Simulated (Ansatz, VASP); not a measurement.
# One calculation of MoF, two programs

```
Mo F
1.0
     2.66482    0.00000    0.00000
    -1.33241    2.30780    0.00000
     0.00000    0.00000    4.03813
Mo F
1 1
Direct
  0.66667 0.33333 0.50000
  0.00000 0.00000 0.00000
```

Alike in both runs: functional PBE; k mesh 24 × 24 × 14; occupations gaussian, width 0.1 eV; no spin polarisation.

Ansatz relaxed the structure, and its values are those at the end. VASP's run is a single point on that final structure, the one shown.

|  | VASP | Ansatz |
| --- | --- | --- |
| version | VASP 6.6.1 | Ansatz 0.2.0 |
| potentials or method | VASP PAW PBE potentials, release 64 (Mo_sv, F), cutoff 520 eV | scalar-relativistic, plane waves, PAW |
| valence electrons in the cell | 21 | 21 |

Ansatz gave:

- gap on the k mesh at the Fermi level (eV): none
- pressure (GPa): 0.0

Question: Estimate VASP's values.

Answer: gap on the k mesh at the Fermi level (eV): none; pressure (GPa): 0.1.

A gap of «none» marks a metal or a gap that the smearing closes.
